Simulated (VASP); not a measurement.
Input of a VASP 6.6.1 run:

The input INCAR:

```
SYSTEM = Ge
PREC     = Accurate       ! precision mode
ENCUT    = 520            ! plane-wave cutoff, eV
EDIFF    = 1E-6           ! SCF threshold, eV
ISMEAR   = 0              ! smearing method
SIGMA    = 0.012          ! smearing width, eV
LREAL    = .FALSE.        ! projectors in reciprocal space
LASPH    = .TRUE.         ! aspherical terms in the spheres
NELM     = 80             ! most SCF steps
ALGO     = Normal         ! electronic algorithm
ISIF     = 2              ! what is computed and relaxed
LWAVE    = .FALSE.        ! write WAVECAR
LCHARG   = .TRUE.         ! write CHGCAR
GGA      = PE             ! functional
LELF     = .TRUE.         ! ELF
LVHAR    = .TRUE.       
NBANDS   = 21             ! bands
```

The input KPOINTS:

```
regular mesh
0
G
  10 10 6
  0 0 0
```

Contents of POSCAR:

```
Ge
1.0
    1.4880529250     -2.5946896100      0.0000000000
    1.4880529250      2.5946896100      0.0000000000
    0.0000000000      0.0000000000      4.7275957900
Ge
2
Direct
    0.3334466300      0.6665533700      0.2500000000
    0.6665533700      0.3334466300      0.7500000000
```

Potentials or basis: VASP PAW PBE potentials, release 64 (Ge_d).

The run is started by

```console
$ cat potpaw_PBE.64/Ge_d/POTCAR > POTCAR
$ mpirun -np 1 vasp_std > vasp.out
```

(1) Estimate the largest force.

(2) What does it give for the pressure?

(3) Predict the band gap on the k mesh.

Answers

(1) 0.017 eV/Å.

(2) 4.4 GPa.

(3) zero (band 14 reaches 13.82 eV, above the bottom of band 15 at 4.85 eV).
